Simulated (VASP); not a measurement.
SnO2, 6 atoms in the cell. The typed cell holds 6 atoms: a = 4.720 Å, b = 4.721 Å, c = 3.189 Å, α = 90.00°, β = 90.00°, γ = 90.00°.  This cell differs from its parent crystal: atoms displaced along several vibrational modes.

| Property | Result |
| --- | --- |
| Program | VASP 6.6.1 |
| Task | single point |
| Functional | LDA |
| Potentials or basis | VASP PAW LDA potentials, release 64 (Sn_d, O) |
| Cutoff | 520 eV |
| k mesh | 6 × 6 × 8 |
| Occupations | gaussian, width 0.05 eV |
| Spin | no spin polarisation |
| Dipole correction | no |
| Further INCAR settings | ALGO = Normal; EDIFF = 1e-07; NBANDS = 35 |

Potentials or basis: VASP PAW LDA potentials, release 64 (Sn_d, O).

The run is started by

```bash
$ cat potpaw_LDA.64/Sn_d/POTCAR potpaw_LDA.64/O/POTCAR > POTCAR
$ mpirun -np 1 vasp_std > vasp.out
```

Hardware: 1 thread of Intel Xeon 8259CL (shared host).

Task: Estimate the wall time of this run.

Result: It took 5.5 min on 1 thread of Intel Xeon 8259CL, on a shared host, peak memory 0.29 GiB. Counts: scf iterations 15, k points 100.
